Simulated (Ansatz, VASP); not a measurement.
**Co: VASP beside Ansatz**

```xyz
2
Lattice="2.5883 0.0000 0.0000 -1.2942 2.2416 0.0000 0.0000 0.0000 4.2013" Properties=species:S:1:pos:R:3 pbc="T T T"
Co    0.0000    1.4944    1.0503
Co    1.2942    0.7472    3.1510
```

Change from the starting cell: volume scaled by 1.1, no spin polarisation, PAW files.

Alike in both runs: task single point; functional PBE; k mesh 15 × 15 × 8; occupations fermi-dirac, width 0.08 eV; no spin polarisation.

|  | VASP | Ansatz |
| --- | --- | --- |
| version | VASP 6.6.1 | Ansatz 0.2.0 |
| potentials or method | VASP PAW PBE potentials, release 64 (Co) | PAW with Ansatz's default frozen-core files, scalar-relativistic |
| plane-wave cutoff (eV) | 520 | 420 |
| valence electrons in the cell | 18 | 34 |

Ansatz gave:

```
pressure (GPa)                                                : -27.8
traceless stress, the component that is largest in VASP (GPa) : -1.24
```

**Question.** Estimate VASP's values.

**Answer.** Pressure (GPa): -27.7; traceless stress, the component that is largest in VASP (GPa): -1.27.

With one functional, cell and mesh, what is left measures potentials, basis and numerics. VASP's potentials hold 18 valence electrons a cell and Ansatz's 34, so a difference there can come from the potentials and not from the codes.
